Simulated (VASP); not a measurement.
# As (Fm-3m) in VASP: a series of runs

As is run at these levels: LDA; tasks: single point.

Program: VASP 6.6.1. These are calculated values, not measurements. Logs are shortened: lines on timing, memory, paths and dates and some standing lists are left out, and cuts for length are marked.

## 1. The cell of the first run

Symmetry: Fm-3m, No. 225, cubic system. The conventional cell has a = 3.518 Å, b = 3.518 Å, c = 3.518 Å, α = 90.00°, β = 90.00°, γ = 90.00°. As (site symmetry m-3m) has 12 As at 2.49 Å within 3.3 Å.

## 2. Single point, LDA (volume scaled by 0.6)

INCAR

```
  ALGO = Normal
  EDIFF = 1E-7
  ENCUT = 520
  ISIF = 2
  ISMEAR = -1
  LASPH = T
  LCHARG = T
  LELF = T
  LREAL = F
  LVHAR = T
  LWAVE = F
  NBANDS = 8
  NELM = 60
  PREC = Accurate
  SIGMA = 0.1
```

KPOINTS

```
k-points
0
Gamma
  17 17 17
```

POSCAR

```
As
1.0
    0.0000000000      1.7590920796      1.7590920796
    1.7590920796      0.0000000000      1.7590920796
    1.7590920796      1.7590920796      0.0000000000
As
1
Direct
    0.0000000000      0.0000000000      0.0000000000
```

Potentials or basis: VASP PAW LDA potentials, release 64 (As).

Run with:

```
> cat potpaw_LDA.64/As/POTCAR > POTCAR
> mpirun -np 1 vasp_std > vasp.out
```

OUTCAR:

```text
EDIFF = 1E-7
   ENCUT = 520
   ISIF = 2
   ISMEAR = -1
   LASPH = T
   LREAL = F
   NELM = 60
   PREC = Accurate

 ion  position               nearest neighbor table
   1  0.000  0.000  0.000-

  LATTYP: Found a face centered cubic cell.
 ALAT       =     3.5181841592

  Lattice vectors:

 A1 = (   0.0000000000,   1.7590920796,   1.7590920796)
 A2 = (   1.7590920796,   0.0000000000,   1.7590920796)
 A3 = (   1.7590920796,   1.7590920796,   0.0000000000)

Analysis of symmetry for initial positions (statically):
=====================================================================
 Subroutine PRICEL returns:
 Original cell was already a primitive cell.

 Routine SETGRP: Setting up the symmetry group for a
 face centered cubic supercell.

 Subroutine GETGRP returns: Found 48 space group operations
 (whereof 48 operations were pure point group operations)
 out of a pool of 48 trial point group operations.

The static configuration has the point symmetry O_h .

Analysis of symmetry for dynamics (positions and initial velocities):
=====================================================================
 Subroutine PRICEL returns:
 Original cell was already a primitive cell.

 Routine SETGRP: Setting up the symmetry group for a
 face centered cubic supercell.

 Subroutine GETGRP returns: Found 48 space group operations
 (whereof 48 operations were pure point group operations)
 out of a pool of 48 trial point group operations.

The dynamic configuration has the point symmetry O_h .

 Subroutine INISYM returns: Found 48 space group operations
 (whereof 48 operations are pure point group operations),
 and found     1 'primitive' translations

----------------------------------------------------------------------------------------

                                     Primitive cell

  volume of cell :      10.8867

  direct lattice vectors                    reciprocal lattice vectors
     0.000000000  1.759092080  1.759092080    -0.284237537  0.284237537  0.284237537
     1.759092080  0.000000000  1.759092080     0.284237537 -0.284237537  0.284237537
     1.759092080  1.759092080  0.000000000     0.284237537  0.284237537 -0.284237537

  length of vectors
     2.487731876  2.487731876  2.487731876     0.492313855  0.492313855  0.492313855

  position of ions in fractional coordinates (direct lattice)
     0.000000000  0.000000000  0.000000000

  ion indices of the primitive-cell ions
   primitive index   ion index
                 1           1

----------------------------------------------------------------------------------------

 KPOINTS: k-points

Automatic generation of k-mesh.
 Grid dimensions read from file:
 generate k-points for:   17   17   17

 Generating k-lattice:

  Cartesian coordinates                     Fractional coordinates (reciprocal lattice)
    -0.016719855  0.016719855  0.016719855     0.058823529  0.000000000  0.000000000
     0.016719855 -0.016719855  0.016719855     0.000000000  0.058823529  0.000000000
     0.016719855  0.016719855 -0.016719855     0.000000000  0.000000000  0.058823529

  Length of vectors
     0.028959639  0.028959639  0.028959639

  Shift w.r.t. Gamma in fractional coordinates (k-lattice)
     0.000000000  0.000000000  0.000000000

 Subroutine IBZKPT returns following result:
 ===========================================

 Found    165 irreducible k-points:

 Following reciprocal coordinates:
            Coordinates               Weight
  0.000000  0.000000  0.000000      1.000000
  0.058824  0.000000  0.000000      8.000000
  0.117647  0.000000  0.000000      8.000000
  0.176471  0.000000  0.000000      8.000000
  0.235294  0.000000  0.000000      8.000000
  0.294118  0.000000  0.000000      8.000000
[... 16 lines left out ...]
 -0.176471  0.058824  0.000000     24.000000
 -0.117647  0.058824  0.000000     24.000000
 [... further k-points ...]
   k-points           NKPTS =    165   k-points in BZ     NKDIM =    165   number of bands    NBANDS=      8
   number of dos      NEDOS =    301   number of ions     NIONS =      1
   total plane-waves  NPLWV =   8000
   dimension x,y,z NGX =    20 NGY =   20 NGZ =   20
   dimension x,y,z NGXF=    40 NGYF=   40 NGZF=   40
   ions per type =               1
   NGX,Y,Z   is equivalent  to a cutoff of  13.37, 13.37, 13.37 a.u.
   NGXF,Y,Z  is equivalent  to a cutoff of  26.73, 26.73, 26.73 a.u.
 SYSTEM =  unknown system
   PREC   = accura    normal or accurate (medium, high low for compatibility)
   ISTART =      0    job   : 0-new  1-cont  2-samecut
   ICHARG =      2    charge: 1-file 2-atom 10-const
   ISPIN  =      1    spin polarized calculation?
   LNONCOLLINEAR =      F non collinear calculations
   LSORBIT =      F    spin-orbit coupling
   LASPH  =      T    aspherical Exc in radial PAW
   ENCUT  =  520.0 eV  38.22 Ry    6.18 a.u.   4.63  4.63  4.63*2*pi/ulx,y,z
   NELM   =     60;   NELMIN=  2; NELMDL= -5     # of ELM steps
   EDIFF  = 0.1E-06   stopping-criterion for ELM
   LREAL  =      F    real-space projection
   EDIFFG = 0.1E-05   stopping-criterion for IOM
   NSW    =      0    number of steps for IOM
   IBRION =     -1    ionic relax: 0-MD 1-quasi-New 2-CG
   NFREE  =      0    steps in history (QN), initial steepest desc. (CG)
   ISIF   =      2    stress and relaxation
   ISYM   =      2    0-nonsym 1-usesym 2-fastsym
   POTIM  = 0.5000    time-step for ionic-motion
   TEBEG  =    0.0;   TEEND  =   0.0 temperature during run
   PSTRESS=    0.0 pullay stress
   NELECT =       5.0000    total number of electrons
   NUPDOWN=      -1.0000    fix difference up-down
   EMIN   =  10.00;   EMAX   =-10.00  energy-range for DOS
   EFERMI =   0.00;   METHOD = LEGACY
   ISMEAR =    -1;   SIGMA  =   0.10  broadening in eV -4-tet -1-fermi 0-gaus
   EFERMI_NEDOS =   21; number of points for ismear=-14 and -15
   IALGO  =     38    algorithm
   IMIX   =      4    mixing-type and parameters
     AMIX     =   0.40;   BMIX     =  1.00
     AMIX_MAG =   1.60;   BMIX_MAG =  1.00
  volume/ion in A,a.u.               =      10.89        73.47
  Fermi-wavevector in a.u.,A,eV,Ry     =   1.263086  2.386886 21.706548  1.595386
  Thomas-Fermi vector in A             =   2.396461
   LORBIT       =      0    0 simple, 1 ext, 2 COOP (PROOUT), +10 PAW based schemes
   GGA     = CA    functional components
[... 33 lines left out ...]
      4      26.3957      0.00000
      5      29.9885      0.00000
      6      29.9885      0.00000
      7      29.9885      0.00000
      8      31.2236      0.00000

 k-point     2 :       0.0588    0.0000    0.0000
  band No.  band energies     occupation
      1      -6.8083      2.00000
      2      24.5685      0.00000
      3      26.0228      0.00000
      4      26.0229      0.00000
      5      29.5070      0.00000
      6      30.5236      0.00000
      7      30.5236      0.00000
      8      33.3906      0.00000

 k-point     3 :       0.1176    0.0000    0.0000
  band No.  band energies     occupation
      1      -6.4239      2.00000
      2      21.3346      0.00000
      3      25.2821      0.00000
      4      25.2821      0.00000
      5      29.2604      0.00000
      6      31.6766      0.00000
      7      31.6766      0.00000
      8      36.0110      0.00000

 k-point     4 :       0.1765    0.0000    0.0000
  band No.  band energies     occupation
      1      -5.7825      2.00000
      2      17.9681      0.00000
      3      24.5419      0.00000
      4      24.5419      0.00000
      5      29.0811      0.00000
      6      32.4388      0.00000
      7      32.4388      0.00000
      8      35.1214      0.00000

 k-point     5 :       0.2353    0.0000    0.0000
  band No.  band energies     occupation
      1      -4.8830      2.00000
      2      14.6972      1.90017
      3      23.9199      0.00000
      4      23.9199      0.00000
      5      28.9680      0.00000
      6      31.6069      0.00000
      7      31.6069      0.00000
      8      34.7196      0.00000

 k-point     6 :       0.2941    0.0000    0.0000
  band No.  band energies     occupation
      1      -3.7251      2.00000
      2      11.5941      2.00000
      3      23.4465      0.00000
      4      23.4465      0.00000
      5      28.9554      0.00000
      6      30.4073      0.00000
      7      30.4073      0.00000
      8      33.4045      0.00000

 k-point     7 :       0.3529    0.0000    0.0000
  band No.  band energies     occupation
      1      -2.3100      2.00000
      2       8.6961      2.00000
      3      23.1210      0.00000
      4      23.1210      0.00000
      5      29.0698      0.00000
      6      29.3891      0.00000
      7      29.3891      0.00000
      8      32.2445      0.00000

 k-point     8 :       0.4118    0.0000    0.0000
  band No.  band energies     occupation
      1      -0.6449      2.00000
      2       6.0318      2.00000
      3      22.9262      0.00000
      4      22.9262      0.00000
      5      28.6650      0.00000
      6      28.6650      0.00000
      7      29.3246      0.00000
      8      31.2734      0.00000

 k-point     9 :       0.4706    0.0000    0.0000
  band No.  band energies     occupation
      1       1.2112      2.00000
      2       3.6731      2.00000
      3      22.8378      0.00000
      4      22.8378      0.00000
      5      28.2885      0.00000
      6      28.2885      0.00000
      7      29.6901      0.00000
      8      30.5446      0.00000

 k-point    10 :       0.0588    0.0588    0.0000
  band No.  band energies     occupation
      1      -6.7656      2.00000
      2      25.0673      0.00000
      3      25.0673      0.00000
      4      25.9248      0.00000
      5      28.1305      0.00000
      6      31.5338      0.00000
      7      31.5338      0.00000
      8      33.4039      0.00000
[... 78 lines left out ...]
 k-point    18 :      -0.4706    0.0588    0.0000
  band No.  band energies     occupation
      1       1.8570      2.00000
      2       3.1975      2.00000
      3      21.5208      0.00000
      4      22.3964      0.00000
      5      27.0081      0.00000
      6      28.8603      0.00000
      7      31.0205      0.00000
      8      32.0524      0.00000

 k-point    19 :      -0.4118    0.0588    0.0000
  band No.  band energies     occupation
      1       0.0735      2.00000
      2       5.3159      2.00000
      3      21.2140      0.00000
      4      22.9095      0.00000
      5      27.5721      0.00000
      6      28.6821      0.00000
      7      30.5799      0.00000
      8      32.7554      0.00000

 k-point    20 :      -0.3529    0.0588    0.0000
  band No.  band energies     occupation
      1      -1.6683      2.00000
      2       7.8911      2.00000
      3      21.0934      0.00000
      4      23.5334      0.00000
      5      28.3679      0.00000
      6      28.8484      0.00000
      7      30.3163      0.00000
      8      33.6597      0.00000

 k-point    21 :      -0.2941    0.0588    0.0000
  band No.  band energies     occupation
      1      -3.1678      2.00000
      2      10.7116      2.00000
      3      21.1774      0.00000
      4      24.2209      0.00000
      5      29.2091      0.00000
      6      29.3822      0.00000
      7      30.3977      0.00000
      8      34.6902      0.00000

 k-point    22 :      -0.2353    0.0588    0.0000
  band No.  band energies     occupation
      1      -4.4117      2.00000
      2      13.7454      1.99999
      3      21.4733      0.00000
      4      24.9365      0.00000
      5      29.5960      0.00000
      6      30.2524      0.00000
      7      31.2701      0.00000
      8      35.4204      0.00000

 k-point    23 :      -0.1765    0.0588    0.0000
  band No.  band energies     occupation
      1      -5.3973      2.00000
      2      16.9588      0.00000
      3      21.9807      0.00000
      4      25.6541      0.00000
      5      29.6802      0.00000
      6      31.1800      0.00000
      7      32.6585      0.00000
      8      33.8166      0.00000

 k-point    24 :      -0.1176    0.0588    0.0000
  band No.  band energies     occupation
      1      -6.1248      2.00000
      2      20.2914      0.00000
      3      22.6907      0.00000
      4      26.2932      0.00000
      5      29.6470      0.00000
      6      30.9353      0.00000
      7      33.2577      0.00000
      8      34.0867      0.00000

 [... further k-points ...]
[... 5 lines left out ...]
  --------------------------------------------------------------------------------------
  -------------------------------------------------------------------------------------
  Total        9.9897201      9.9897201      9.9897201     -0.0000000     -0.0000000      0.0000000
  in kB     1470.1721396   1470.1721396   1470.1721396     -0.0000000     -0.0000000      0.0000000
  external PRESSURE =    1470.1721396 kB  Pullay stress =       0.0000000 kB

 VOLUME and BASIS-vectors are now :
 -----------------------------------------------------------------------------
  energy-cutoff  :      520.00
  volume of cell :       10.89
      direct lattice vectors                 reciprocal lattice vectors
     0.000000000  1.759092080  1.759092080    -0.284237537  0.284237537  0.284237537
     1.759092080  0.000000000  1.759092080     0.284237537 -0.284237537  0.284237537
     1.759092080  1.759092080  0.000000000     0.284237537  0.284237537 -0.284237537

 POSITION                                       TOTAL-FORCE (eV/Angst)
 -----------------------------------------------------------------------------------
      0.00000      0.00000      0.00000         0.000000      0.000000      0.000000
 -----------------------------------------------------------------------------------
    total drift:                                0.000000      0.000000     -0.000000

  FREE ENERGIE OF THE ION-ELECTRON SYSTEM (eV)
  ---------------------------------------------------
  free  energy   TOTEN  =        -2.7891144423 eV

  energy  without entropy=       -2.7784964498  energy(sigma->0) =       -2.78380545
```

Wall time 12 s (1 thread of Intel Xeon Platinum 8259CL at 2.50GHz (Skylake/Cascade Lake), shared host); peak memory 0.12 GiB.

Results:

| Quantity | Value |
| --- | --- |
| Free energy | -2.7891 eV |
| Pressure | 147.0 GPa |

Levels at points of the mesh, in eV from the Fermi level:
| k point | band 1 | band 2 | band 3 | band 4 | band 5 | band 6 |
| --- | --- | --- | --- | --- | --- | --- |
| (0.00, 0.00, 0.00) | -21.93 | 11.40 | 11.40 | 11.40 | 15.00 | 15.00 |

## 3. Single point, LDA (volume scaled by 0.6)

INCAR

```
SYSTEM = As
ALGO     = Normal         ! electronic algorithm
EDIFF    = 1E-6           ! SCF threshold, eV
ENCUT    = 520            ! plane-wave cutoff, eV
GGA      = CA             ! functional
ISIF     = 2              ! what is computed and relaxed
ISMEAR   = -1             ! smearing method
LASPH    = .True.         ! aspherical terms in the spheres
LCHARG   = .False.        ! write CHGCAR
LREAL    = .False.        ! projectors in reciprocal space
LWAVE    = .False.        ! write WAVECAR
NBANDS   = 8              ! bands
NELM     = 60             ! most SCF steps
PREC     = Accurate       ! precision mode
SIGMA    = 0.1            ! smearing width, eV
```

KPOINTS

```
k-points
0
Gamma
  17 17 17
  0 0 0
```

POSCAR is that of step 2.

Potentials or basis: VASP PAW LDA potentials, release 64 (As).

Run with:

```
> cat potpaw_LDA.64/As/POTCAR > POTCAR
> mpirun -np 1 vasp_std > vasp.out
```

Run time: 9.2 s. Hardware: 1 thread of Intel Xeon Platinum 8259CL at 2.50GHz (Skylake/Cascade Lake), shared host; peak memory 0.12 GiB.

It converged, with:

```
Free energy : -2.7891 eV
Pressure    : 147.0 GPa
```

Levels at points of the mesh, in eV from the Fermi level:
| k point | band 1 | band 2 | band 3 | band 4 | band 5 | band 6 |
| --- | --- | --- | --- | --- | --- | --- |
| (0.00, 0.00, 0.00) | -21.93 | 11.40 | 11.40 | 11.40 | 15.00 | 15.00 |

## 4. Single point, LDA (volume scaled by 0.7)

INCAR

```
SYSTEM = As
PREC = Accurate
ENCUT = 520
EDIFF = 1E-6
ISMEAR = -1
SIGMA = 0.1
LREAL = .False.
LASPH = .True.
NELM = 80
ALGO = Normal
ISIF = 2
LWAVE = .False.
LCHARG = .True.
LELF = .True.
LVHAR = .True.
NBANDS = 8
```

KPOINTS

```
Automatic mesh
0
Gamma
  17 17 17
  0 0 0
```

POSCAR

```
As
1.0
    0.0000000000      1.8518430234      1.8518430234
    1.8518430234      0.0000000000      1.8518430234
    1.8518430234      1.8518430234      0.0000000000
As
1
Direct
    0.0000000000      0.0000000000      0.0000000000
```

Run with:

```
> cat potpaw_LDA.64/As/POTCAR > POTCAR
> mpirun -np 1 vasp_std > vasp.out
```

Run time: 9.6 s. Hardware: 1 thread of Intel Xeon Platinum 8259CL at 2.50GHz (Skylake/Cascade Lake), shared host; peak memory 0.12 GiB.

Results (log left out):

```yaml
Free_energy: -3.9881 eV
Pressure: 72.9 GPa
```

Levels at points of the mesh, in eV from the Fermi level:
```csv
k point,band 1,band 2,band 3,band 4,band 5
"(0.00, 0.00, 0.00)",-19.69,9.52,9.52,9.52,14.19
```

## 5. Single point, LDA (volume scaled by 0.7)

INCAR

```
  ALGO = Normal
  EDIFF = 1E-7
  ENCUT = 520
  GGA = CA
  ISIF = 2
  ISMEAR = -1
  LASPH = T
  LCHARG = T
  LELF = T
  LREAL = F
  LVHAR = T
  LWAVE = F
  NBANDS = 8
  NELM = 80
  PREC = Accurate
  SIGMA = 0.1
```

KPOINTS

```
k-points
0
Gamma
  17 17 17
```

POSCAR is that of step 4.

Run with:

```
> cat potpaw_LDA.64/As/POTCAR > POTCAR
> mpirun -np 1 vasp_std > vasp.out
```

Run time: 11 s. Hardware: 1 thread of Intel Xeon Platinum 8259CL at 2.50GHz (Skylake/Cascade Lake), shared host; peak memory 0.13 GiB.

The run converged. Its results:

```
Free energy : -3.9881 eV
Pressure    : 72.9 GPa
```

Levels at points of the mesh, in eV from the Fermi level:
| k point | band 1 | band 2 | band 3 | band 4 | band 5 | band 6 | band 7 |
| --- | --- | --- | --- | --- | --- | --- | --- |
| (0.00, 0.00, 0.00) | -19.69 | 9.52 | 9.52 | 9.52 | 14.19 | 14.19 | 14.19 |

## 6. Single point, LDA (volume scaled by 0.8)

INCAR

```
SYSTEM = As
ALGO     = Normal         ! electronic algorithm
EDIFF    = 1E-7           ! SCF threshold, eV
ENCUT    = 520            ! plane-wave cutoff, eV
ISIF     = 2              ! what is computed and relaxed
ISMEAR   = -1             ! smearing method
LASPH    = .TRUE.         ! aspherical terms in the spheres
LCHARG   = .FALSE.        ! write CHGCAR
LREAL    = .FALSE.        ! projectors in reciprocal space
LWAVE    = .FALSE.        ! write WAVECAR
NBANDS   = 8              ! bands
NELM     = 80             ! most SCF steps
PREC     = Accurate       ! precision mode
SIGMA    = 0.1            ! smearing width, eV
```

KPOINTS

```
k-points
0
G
  17 17 17
  0 0 0
```

POSCAR

```
As
1.0
    0.0000000000      1.9361313570      1.9361313570
    1.9361313570      0.0000000000      1.9361313570
    1.9361313570      1.9361313570      0.0000000000
As
1
Direct
    0.0000000000      0.0000000000      0.0000000000
```

Potentials or basis: VASP PAW LDA potentials, release 64 (As).

Run with:

```
> cat potpaw_LDA.64/As/POTCAR > POTCAR
> mpirun -np 1 vasp_std > vasp.out
```

Run time: 10 s. Hardware: 1 thread of Intel Xeon Platinum 8259CL at 2.50GHz (Skylake/Cascade Lake), shared host; peak memory 0.13 GiB.

Results (log left out):

```
Free energy : -4.5731 eV
Pressure    : 34.5 GPa
```

Levels at points of the mesh, in eV from the Fermi level:
```csv
k point,band 1,band 2,band 3,band 4,band 5,band 6,band 7
"(0.00, 0.00, 0.00)",-18.00,8.07,8.07,8.07,13.54,13.54,13.54
```

## 7. Overview

| cell | gap on the mesh (eV) | pressure (GPa) |
| --- | --- | --- |
| a = 2.488 Å, angles 60.0°, 1 atom | none | 147.0 |
| a = 2.619 Å, angles 60.0°, 1 atom | none | 72.9 |
| a = 2.738 Å, angles 60.0°, 1 atom | none | 34.5 |

Alike in all rows: task single point; level LDA; potentials or basis VASP PAW LDA potentials, release 64 (As); no spin polarisation; k mesh 17 × 17 × 17; cutoff (eV) 520; smearing fermi-dirac 0.1 eV.

Absolute energies hang on the potentials; compare differences alone.
